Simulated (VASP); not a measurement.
Here is a VASP 6.6.1 calculation.

The input INCAR:

```
SYSTEM = Ti
ALGO = Fast
EDIFF = 1E-6
EDIFFG = -0.01
ENCUT = 600
GGA = PE
IBRION = 2
ISIF = 3
ISMEAR = -1
LASPH = .TRUE.
LCHARG = .FALSE.
LREAL = .FALSE.
LWAVE = .FALSE.
NELM = 60
NSW = 60
PREC = Accurate
SIGMA = 0.05
```

KPOINTS

```
k-points
0
G
  7 7 9
  0 0 0
```

POSCAR

```
Ti
1.0
    4.5673748306      0.0000000000      0.0000000000
   -2.2836874153      3.9554626319      0.0000000000
    0.0000000000      0.0000000000      2.8262442700
Ti
3
Direct
    0.6666666667      0.3333333333      0.5000000000
    0.3333333333      0.6666666667      0.5000000000
    0.0000000000      0.0000000000      0.0000000000
```

Potentials or basis: VASP PAW PBE potentials, release 64 (Ti_sv).

Run with:

```bash
$ cat potpaw_PBE.64/Ti_sv/POTCAR > POTCAR
$ mpirun -np 1 vasp_std > vasp.out
```

(1) What does it give for the relaxed cell?

(2) Estimate the space group after relaxing (to 0.05 Å).

## Answers

(1) a = 4.575 Å, b = 4.575 Å, c = 2.829 Å, α = 90.00°, β = 90.00°, γ = 120.00°.

(2) P6/mmm (No. 191).
